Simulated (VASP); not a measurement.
# La2Si5O3 (an interface model) in VASP: notebook

La2Si5O3 (an interface model) is run at these levels: PBE; tasks: single point.

Program: VASP 6.6.1. These are calculated values, not measurements. Logs are shortened: lines on timing, memory, paths and dates and some standing lists are left out, and cuts for length are marked.

## (1) The cell of the first run

The cell holds layers of an interface, 20 atoms: a = 3.868 Å, b = 3.868 Å, c = 27.773 Å, α = 90.00°, β = 90.00°, γ = 120.00°.

## (2) Single point, PBE

The input, INCAR:

```
SYSTEM = La2Si5O3
ALGO = Normal ; EDIFF = 1E-7
ENCUT = 520 ; GGA = PE
ISIF = 2 ; ISMEAR = 0
LASPH = .TRUE. ; LCHARG = .FALSE.
LREAL = Auto ; LWAVE = .FALSE.
NBANDS = 76 ; NELM = 80
PREC = Accurate ; SIGMA = 0.05
```

The input, KPOINTS:

```
k-points
0
G
  9 9 1
  0 0 0
```

The input, POSCAR:

```
La2Si5O3
1.0
    3.8679403874      0.0000000000      0.0000000000
   -1.9339701937      3.3497346358      0.0000000000
    0.0000000000      0.0000000000     27.7726046489
Si O La
10 6 4
Direct
    0.3333333333      0.6666666667      0.0180033528
    0.0000000000      1.0000000000      0.0464320881
    0.0000000000      1.0000000000      0.1317182939
   -0.3333333333      1.3333333333      0.1601470292
   -0.3333333333      1.3333333333      0.2454332350
   -0.6666666667      1.6666666667      0.2738619703
   -0.6666666667      1.6666666667      0.3591481761
   -1.0000000000      2.0000000000      0.3875769113
   -1.0000000000      2.0000000000      0.4728631172
   -1.3333333333      2.3333333333      0.5012918524
   -1.3333333333      2.3333333333      0.5671841237
   -1.6666666667      1.6666666667      0.6484661132
   -1.0000000000      2.0000000000      0.7297481027
   -1.3333333333      2.3333333333      0.7949481084
   -1.6666666667      1.6666666667      0.8762300979
   -1.0000000000      2.0000000000      0.9575120874
   -1.0000000000      2.0000000000      0.5921704638
   -1.3333333333      2.3333333333      0.7047617627
   -1.0000000000      2.0000000000      0.8199344484
   -1.3333333333      2.3333333333      0.9325257473
```

Potentials or basis: VASP PAW PBE potentials, release 64 (Si, O, La).

Run with:

```
$ cat potpaw_PBE.64/Si/POTCAR potpaw_PBE.64/O/POTCAR potpaw_PBE.64/La/POTCAR > POTCAR
$ mpirun -np 1 vasp_std > vasp.out
```

OUTCAR:

```text
SYSTEM = La2Si5O3
   EDIFF = 1E-7
   ENCUT = 520
   GGA = PE
   ISIF = 2
   ISMEAR = 0
   LASPH = .TRUE.
   LREAL = Auto
   NELM = 80
   PREC = Accurate

 ion  position               nearest neighbor table
   1  0.333  0.667  0.018-   2 2.37   2 2.37   2 2.37  20 3.26  20 3.26  20 3.26
   2  0.000  0.000  0.046-   3 2.37   1 2.37   1 2.37   1 2.37  16 2.47
   3  0.000  0.000  0.132-   2 2.37   4 2.37   4 2.37   4 2.37
   4  0.667  0.333  0.160-   5 2.37   3 2.37   3 2.37   3 2.37
   5  0.667  0.333  0.245-   4 2.37   6 2.37   6 2.37   6 2.37
   6  0.333  0.667  0.274-   7 2.37   5 2.37   5 2.37   5 2.37
   7  0.333  0.667  0.359-   8 2.37   8 2.37   8 2.37   6 2.37
   8  0.000  0.000  0.388-   7 2.37   7 2.37   7 2.37   9 2.37
   9  0.000  0.000  0.473-  10 2.37  10 2.37  10 2.37   8 2.37  17 3.31
  10  0.667  0.333  0.501-  11 1.83   9 2.37   9 2.37   9 2.37  17 3.37  17 3.37  17 3.37
  11  0.667  0.333  0.567-  10 1.83  17 2.34  17 2.34  17 2.34
  12  0.333  0.667  0.648-  17 2.73  17 2.73  17 2.73  18 2.73  18 2.73  18 2.73
  13  0.000  0.000  0.730-  18 2.34  18 2.34  18 2.34  19 2.50
  14  0.667  0.333  0.795-  19 2.34  19 2.34  19 2.34  18 2.50
  15  0.333  0.667  0.876-  20 2.73  20 2.73  20 2.73  19 2.73  19 2.73  19 2.73
  16  0.000  0.000  0.958-  20 2.34  20 2.34  20 2.34   2 2.47
  17  0.000  0.000  0.592-  11 2.34  11 2.34  11 2.34  12 2.73  12 2.73  12 2.73   9 3.31  10 3.37
                            10 3.37  10 3.37
  18  0.667  0.333  0.705-  13 2.34  13 2.34  13 2.34  14 2.50  12 2.73  12 2.73  12 2.73
  19  0.000  0.000  0.820-  14 2.34  14 2.34  14 2.34  13 2.50  15 2.73  15 2.73  15 2.73
  20  0.667  0.333  0.933-  16 2.34  16 2.34  16 2.34  15 2.73  15 2.73  15 2.73   1 3.26   1 3.26
                             1 3.26

  LATTYP: Found a hexagonal cell.
 ALAT       =     3.8679403874
 C/A-ratio  =     7.1802049327

  Lattice vectors:

 A1 = (   3.8679403874,   0.0000000000,   0.0000000000)
 A2 = (  -1.9339701937,   3.3497346358,   0.0000000000)
 A3 = (   0.0000000000,   0.0000000000,  27.7726046489)

Analysis of symmetry for initial positions (statically):
=====================================================================
 Subroutine PRICEL returns:
 Original cell was already a primitive cell.

 Routine SETGRP: Setting up the symmetry group for a
 hexagonal supercell.

 Subroutine GETGRP returns: Found  6 space group operations
 (whereof  6 operations were pure point group operations)
 out of a pool of 24 trial point group operations.

The static configuration has the point symmetry C_3v.

Analysis of symmetry for dynamics (positions and initial velocities):
=====================================================================
 Subroutine PRICEL returns:
 Original cell was already a primitive cell.

 Routine SETGRP: Setting up the symmetry group for a
 hexagonal supercell.

 Subroutine GETGRP returns: Found  6 space group operations
 (whereof  6 operations were pure point group operations)
 out of a pool of 24 trial point group operations.

The dynamic configuration has the point symmetry C_3v.

 Subroutine INISYM returns: Found  6 space group operations
 (whereof  6 operations are pure point group operations),
 and found     1 'primitive' translations

----------------------------------------------------------------------------------------

                                     Primitive cell

  volume of cell :     359.8378

  direct lattice vectors                    reciprocal lattice vectors
     3.867940387  0.000000000  0.000000000     0.258535525  0.149265555  0.000000000
    -1.933970194  3.349734636  0.000000000     0.000000000  0.298531110  0.000000000
     0.000000000  0.000000000 27.772604649     0.000000000  0.000000000  0.036006706

  length of vectors
     3.867940387  3.867940387 27.772604649     0.298531110  0.298531110  0.036006706

  position of ions in fractional coordinates (direct lattice)
     0.333333333  0.666666667  0.018003353
     0.000000000  0.000000000  0.046432088
     0.000000000  0.000000000  0.131718294
     0.666666667  0.333333333  0.160147029
     0.666666667  0.333333333  0.245433235
     0.333333333  0.666666667  0.273861970
[... 12 lines left out ...]
     0.000000000  0.000000000  0.819934448
     0.666666667  0.333333333  0.932525747

  ion indices of the primitive-cell ions
   primitive index   ion index
                 1           1
                 2           2
                 3           3
                 4           4
                 5           5
                 6           6
[... 12 lines left out ...]
                19          19
                20          20

----------------------------------------------------------------------------------------

 KPOINTS: k-points

Automatic generation of k-mesh.
 Grid dimensions read from file:
 generate k-points for:    9    9    1

 Generating k-lattice:

  Cartesian coordinates                     Fractional coordinates (reciprocal lattice)
     0.028726169  0.016585062  0.000000000     0.111111111  0.000000000  0.000000000
     0.000000000  0.033170123  0.000000000     0.000000000  0.111111111  0.000000000
     0.000000000  0.000000000  0.036006706     0.000000000  0.000000000  1.000000000

  Length of vectors
     0.033170123  0.033170123  0.036006706

  Shift w.r.t. Gamma in fractional coordinates (k-lattice)
     0.000000000  0.000000000  0.000000000

 Subroutine IBZKPT returns following result:
 ===========================================

 Found     12 irreducible k-points:

 Following reciprocal coordinates:
            Coordinates               Weight
  0.000000  0.000000  0.000000      1.000000
  0.111111  0.000000  0.000000      6.000000
  0.222222  0.000000  0.000000      6.000000
  0.333333  0.000000  0.000000      6.000000
  0.444444  0.000000  0.000000      6.000000
  0.111111  0.111111  0.000000      6.000000
  0.222222  0.111111  0.000000     12.000000
  0.333333  0.111111  0.000000     12.000000
  0.444444  0.111111  0.000000      6.000000
  0.222222  0.222222  0.000000      6.000000
  0.333333  0.222222  0.000000     12.000000
  0.333333  0.333333  0.000000      2.000000
   k-points           NKPTS =     12   k-points in BZ     NKDIM =     12   number of bands    NBANDS=     76
   number of dos      NEDOS =    301   number of ions     NIONS =     20
   total plane-waves  NPLWV = 189000
   dimension x,y,z NGX =    30 NGY =   30 NGZ =  210
   dimension x,y,z NGXF=    60 NGYF=   60 NGZF=  420
   ions per type =              10   6   4
   NGX,Y,Z   is equivalent  to a cutoff of  12.89, 12.89, 12.57 a.u.
   NGXF,Y,Z  is equivalent  to a cutoff of  25.79, 25.79, 25.14 a.u.
 SYSTEM =  La2Si5O3
   PREC   = accura    normal or accurate (medium, high low for compatibility)
   ISTART =      0    job   : 0-new  1-cont  2-samecut
   ICHARG =      2    charge: 1-file 2-atom 10-const
   ISPIN  =      1    spin polarized calculation?
   LNONCOLLINEAR =      F non collinear calculations
   LSORBIT =      F    spin-orbit coupling
   LASPH  =      T    aspherical Exc in radial PAW
   ENCUT  =  520.0 eV  38.22 Ry    6.18 a.u.   7.19  7.19 51.64*2*pi/ulx,y,z
   NELM   =     80;   NELMIN=  2; NELMDL= -5     # of ELM steps
   EDIFF  = 0.1E-06   stopping-criterion for ELM
   LREAL  =      T    real-space projection
   EDIFFG = 0.1E-05   stopping-criterion for IOM
   NSW    =      0    number of steps for IOM
   IBRION =     -1    ionic relax: 0-MD 1-quasi-New 2-CG
   NFREE  =      0    steps in history (QN), initial steepest desc. (CG)
   ISIF   =      2    stress and relaxation
   ISYM   =      2    0-nonsym 1-usesym 2-fastsym
   POTIM  = 0.5000    time-step for ionic-motion
   TEBEG  =    0.0;   TEEND  =   0.0 temperature during run
   PSTRESS=    0.0 pullay stress
   NELECT =     120.0000    total number of electrons
   NUPDOWN=      -1.0000    fix difference up-down
   EMIN   =  10.00;   EMAX   =-10.00  energy-range for DOS
   EFERMI =   0.00;   METHOD = LEGACY
   ISMEAR =     0;   SIGMA  =   0.05  broadening in eV -4-tet -1-fermi 0-gaus
   EFERMI_NEDOS =   21; number of points for ismear=-14 and -15
   IALGO  =     38    algorithm
   IMIX   =      4    mixing-type and parameters
     AMIX     =   0.40;   BMIX     =  1.00
     AMIX_MAG =   1.60;   BMIX_MAG =  1.00
  volume/ion in A,a.u.               =      17.99       121.42
  Fermi-wavevector in a.u.,A,eV,Ry     =   1.135271  2.145352 17.535745  1.288841
  Thomas-Fermi vector in A             =   2.271976
   LORBIT       =      0    0 simple, 1 ext, 2 COOP (PROOUT), +10 PAW based schemes
   GGA     = PE    functional components
   LHFCALC =     F    Hartree Fock is set to
   AEXX    =    0.0000 exact exchange contribution
   IVDW    =     0    specifies the selected vdW correction
   LEPSILON=     F    determine dielectric tensor
   LRPA    =     F    only Hartree local field effects (RPA)
 non-spin polarized calculation
 Gauss-broadening in eV      SIGMA  =   0.05
  energy-cutoff  :      520.00
  volume of cell :      359.84
 maximum number of plane-waves:      9759
 NGX is ok and might be reduce to    30
   NGX = 15   NGY = 15   NGZ =103

 number of electron     119.9999992 magnetization

 Free energy of the ion-electron system (eV)
  ---------------------------------------------------
  ext. energy  EPLUGINS =         0.00000000
  ---------------------------------------------------
  free energy    TOTEN  =      -133.97889982 eV

  energy without entropy =     -133.96925264  energy(sigma->0) =     -133.97407623

 E-fermi :   7.6824     XC(G=0):  -9.9811

 val. band max:        7.6454031225   @ k =   0.2222   0.2222   0.0000
 cond. band min:       7.6919224916   @ k =   0.3333   0.1111   0.0000
 fundamental gap:      0.0465193691
 Fermi energy:         7.6823709590

 k-point     1 :       0.0000    0.0000    0.0000
  band No.  band energies     occupation
      1     -26.1337      2.00000
      2     -25.2343      2.00000
      3     -24.6961      2.00000
      4     -24.1352      2.00000
      5     -13.9444      2.00000
      6     -12.2048      2.00000
[... 64 lines left out ...]
     71       9.3389      0.00000
     72       9.3718      0.00000

 k-point     2 :       0.1111    0.0000    0.0000
  band No.  band energies     occupation
      1     -26.1143      2.00000
      2     -25.2159      2.00000
      3     -24.6783      2.00000
      4     -24.1176      2.00000
      5     -14.0338      2.00000
      6     -12.2265      2.00000
[... 64 lines left out ...]
     71       9.3610      0.00000
     72       9.4750      0.00000

 k-point     3 :       0.2222    0.0000    0.0000
  band No.  band energies     occupation
      1     -26.0645      2.00000
      2     -25.1687      2.00000
      3     -24.6326      2.00000
      4     -24.0725      2.00000
      5     -14.2713      2.00000
      6     -12.3522      2.00000
[... 664 lines left out ...]
     71       9.4055      0.00000
     72       9.4821      0.00000

 k-point    12 :       0.3333    0.3333    0.0000
  band No.  band energies     occupation
      1     -25.9409      2.00000
      2     -25.0515      2.00000
      3     -24.5199      2.00000
      4     -23.9607      2.00000
      5     -14.7957      2.00000
      6     -12.8124      2.00000
[... 64 lines left out ...]
     71       9.4283      0.00000
     72       9.5204      0.00000
 [bands above 72 left out]

------------------------ aborting loop because EDIFF is reached ----------------------------------------

  FORCE on cell =-STRESS in cart. coord.  units (eV):
  Direction    XX          YY          ZZ          XY          YZ          ZX
  --------------------------------------------------------------------------------------
  -------------------------------------------------------------------------------------
  Total        6.9648344      6.9648344      0.8304613     -0.0000000      0.0000000      0.0000000
  in kB       31.0109154     31.0109154      3.6976277     -0.0000000      0.0000000      0.0000000
  external PRESSURE =      21.9064862 kB  Pullay stress =       0.0000000 kB

 VOLUME and BASIS-vectors are now :
 -----------------------------------------------------------------------------
  energy-cutoff  :      520.00
  volume of cell :      359.84
      direct lattice vectors                 reciprocal lattice vectors
     3.867940387  0.000000000  0.000000000     0.258535525  0.149265555  0.000000000
    -1.933970194  3.349734636  0.000000000     0.000000000  0.298531110  0.000000000
     0.000000000  0.000000000 27.772604649     0.000000000  0.000000000  0.036006706

 POSITION                                       TOTAL-FORCE (eV/Angst)
 -----------------------------------------------------------------------------------
     -0.00000      2.23316      0.50000        -0.000000     -0.000000      1.930633
      0.00000      0.00000      1.28954         0.000000     -0.000000     -0.064253
      0.00000      0.00000      3.65816         0.000000     -0.000000      0.175350
      1.93397      1.11658      4.44770         0.000000     -0.000000     -0.062148
      1.93397      1.11658      6.81632        -0.000000     -0.000000      0.075558
     -0.00000      2.23316      7.60586         0.000000     -0.000000     -0.043166
[... 12 lines left out ...]
      0.00000      0.00000     22.77172         0.000000     -0.000000      0.656414
      1.93397      1.11658     25.89867        -0.000000      0.000000      0.587481
 -----------------------------------------------------------------------------------
    total drift:                               -0.000000      0.000000      0.001513

  FREE ENERGIE OF THE ION-ELECTRON SYSTEM (eV)
  ---------------------------------------------------
  free  energy   TOTEN  =      -133.9788998183 eV

  energy  without entropy=     -133.9692526424  energy(sigma->0) =     -133.97407623
```

Wall time 29 min (1 thread of Intel Xeon Platinum 8488C (Sapphire Rapids), shared host); peak memory 0.57 GiB.

Results:

* Free energy: -133.9789 eV
* Pressure: 2.2 GPa
* Largest force: 2.293 eV/Å
* Band gap on the k mesh: zero (bands 60 and 61 overlap by 0.54 eV)

Forces in eV/Å, atoms in the order of the input:
```
Si   0.000  0.000  1.931
Si   0.000  0.000 -0.064
Si   0.000  0.000  0.175
Si   0.000  0.000 -0.062
Si   0.000  0.000  0.076
Si   0.000  0.000 -0.043
Si   0.000  0.000  0.237
Si   0.000  0.000 -0.142
Si   0.000  0.000  0.896
Si   0.000  0.000 -0.120
O    0.000  0.000 -1.543
O    0.000  0.000 -0.790
O    0.000  0.000 -0.388
O    0.000  0.000 -0.428
O    0.000  0.000 -0.555
O    0.000  0.000 -2.293
La   0.000  0.000  1.126
La   0.000  0.000  0.746
La   0.000  0.000  0.656
La   0.000  0.000  0.587
```

Stress tensor (GPa, compression positive):
```
3.10 0.00 0.00
0.00 3.10 0.00
0.00 0.00 0.37
```

Caveat: spin-orbit coupling is left out, which moves the levels of the heavy elements.

## (3) Single point, PBE

This run uses another cell than the first one, of 18.80 Å³/atom.

The input, INCAR:

```
SYSTEM = La2Si5O3
PREC = Accurate
ENCUT = 520
EDIFF = 1E-7
ISMEAR = 0
SIGMA = 0.05
LREAL = Auto
LASPH = .TRUE.
NELM = 100
ALGO = Normal
ISIF = 2
LWAVE = .FALSE.
LCHARG = .TRUE.
GGA = PE
LELF = .TRUE.
LVHAR = .TRUE.
NBANDS = 76
```

The input, KPOINTS:

```
Automatic mesh
0
G
  9 9 1
  0 0 0
```

The input, POSCAR:

```
La2Si5O3
1.0
    3.8679403874      0.0000000000      0.0000000000
   -1.9339701937      3.3497346358      0.0000000000
    0.0000000000      0.0000000000     29.0196100362
Si O La
10 6 4
Direct
    0.3333333333      0.6666666667      0.0330569637
    0.0000000000      1.0000000000      0.0623305117
    0.0000000000      1.0000000000      0.1440251600
   -0.3333333333      1.3333333333      0.1710297685
   -0.3333333333      1.3333333333      0.2527556336
   -0.6666666667      1.6666666667      0.2799131610
   -0.6666666667      1.6666666667      0.3616104350
   -1.0000000000      2.0000000000      0.3886613606
   -1.0000000000      2.0000000000      0.4704813484
   -1.3333333333      2.3333333333      0.4983987543
   -1.3333333333      2.3333333333      0.5566631812
   -1.6666666667      1.6666666667      0.6288400954
   -1.0000000000      2.0000000000      0.6964244123
   -1.3333333333      2.3333333333      0.7876663418
   -1.6666666667      1.6666666667      0.8624636944
   -1.0000000000      2.0000000000      0.9297461556
   -1.0000000000      2.0000000000      0.6012706879
   -1.3333333333      2.3333333333      0.7118382450
   -1.0000000000      2.0000000000      0.8351242760
   -1.3333333333      2.3333333333      0.9476568955
```

Potentials or basis: VASP PAW PBE potentials, release 64 (Si, O, La).

Run with:

```
$ cat potpaw_PBE.64/Si/POTCAR potpaw_PBE.64/O/POTCAR potpaw_PBE.64/La/POTCAR > POTCAR
$ mpirun -np 1 vasp_std > vasp.out
```

It took 18 min on 1 thread of Intel Xeon Platinum 8488C (Sapphire Rapids), shared host; peak memory 0.57 GiB.

The run converged. Its results:

```yaml
Free_energy: -136.3505 eV
Pressure: 1.6 GPa
Largest_force: 0.060 eV/Å
Band_gap_on_the_k_mesh: 0.29 eV (least direct gap 0.44 eV)
```

Forces on the atoms (eV/Å):
```
Si   0.000  0.000 -0.002
Si   0.000  0.000  0.003
Si   0.000  0.000 -0.005
Si   0.000  0.000  0.005
Si   0.000  0.000 -0.001
Si   0.000  0.000  0.002
Si   0.000  0.000 -0.008
Si   0.000  0.000  0.008
Si   0.000  0.000 -0.007
Si   0.000  0.000 -0.058
O    0.000  0.000  0.060
O    0.000  0.000 -0.013
O    0.000  0.000  0.011
O    0.000  0.000 -0.006
O    0.000  0.000 -0.003
O    0.000  0.000  0.001
La   0.000  0.000  0.009
La   0.000  0.000  0.003
La   0.000  0.000  0.004
La   0.000  0.000 -0.002
```

Stress tensor (GPa, compression positive):
```
 2.39  0.00  0.00
 0.00  2.39  0.00
 0.00  0.00 -0.09
```

Levels at points of the mesh, in eV from the valence-band top:
```tsv
k point	band 57	band 58	band 59	band 60	band 61	band 62	band 63	band 64
(0.00, 0.00, 0.00)	-0.48	-0.06	0.00	0.00	0.44	0.90	1.28	1.70
```

Caveat: spin-orbit coupling is left out, which moves the levels of the heavy elements.

The gap in the log of VASP goes by the Fermi energy; the results here count the filled bands.